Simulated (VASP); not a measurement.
Write the native input for VASP 6.6.1 that does the following.

```
Task                   : single point
Functional             : PBEsol
Potentials or basis    : VASP PAW PBE potentials, release 64 (Zn, Cd, S)
Cutoff                 : 500 eV
k mesh                 : 4 × 6 × 6
Occupations            : gaussian, width 0.02 eV
Spin                   : no spin polarisation
Dipole correction      : no
Further INCAR settings : ALGO = Normal; EDIFF = 1e-06; NBANDS = 86
```

The structure of ZnCd7S8 lies in POSCAR:

```
ZnCd7S8
1.0
    0.0000000000      0.0000000000     -6.6457370848
    4.0792941635      7.0655447502      0.0000000000
    4.0792941635     -7.0655447502      0.0000000000
Zn Cd S
1 7 8
Direct
    0.0015828154      0.1666666667      0.3333333333
    0.0015798820      0.1688323903      0.8344161952
    0.0015798820      0.6655838048      0.3311676097
    0.0015798820      0.6655838048      0.8344161952
    0.4982501581      0.3297391365      0.6594782731
    0.4982501581      0.3297391365      0.1702608635
    0.5032901947      0.8333333333      0.6666666667
    0.4982501581      0.8405217269      0.1702608635
    0.6499018323      0.1666666667      0.3333333333
    0.6222171757      0.1695429985      0.8347714992
    0.6222171757      0.6652285008      0.3304570015
    0.6222171757      0.6652285008      0.8347714992
    0.1180980318      0.3239841758      0.6479683516
    0.1180980318      0.3239841758      0.1760158242
    0.1247894148      0.8333333333      0.6666666667
    0.1180980318      0.8520316484      0.1760158242
```

One way to write it, as run:

INCAR

```
PREC = Accurate ; ENCUT = 500
EDIFF = 1E-6 ; ISMEAR = 0
SIGMA = 0.02 ; LREAL = F
LASPH = T ; NELM = 120
ALGO = Normal ; ISIF = 2
LWAVE = F ; LCHARG = F
GGA = PS ; NBANDS = 86
GGA_COMPAT = F
```

KPOINTS

```
regular mesh
0
Gamma
  4 6 6
```

Potentials or basis: VASP PAW PBE potentials, release 64 (Zn, Cd, S).

Command:

```bash
$ cat potpaw_PBE.64/Zn/POTCAR potpaw_PBE.64/Cd/POTCAR potpaw_PBE.64/S/POTCAR > POTCAR
$ mpirun -np 1 vasp_std > vasp.out
```

Results of the run:

```yaml
Pressure: 0.4 GPa
Largest_force: 0.029 eV/Å
Band_gap_on_the_k_mesh: 1.17 eV
```

Caveat: the PAW data sets were made with another functional, which shifts forces and pressure a little.

Wall time 11 min on 1 thread of Intel(R) Xeon(R) Platinum 8488C (Sapphire Rapids), on a shared host, peak memory 0.76 GiB.
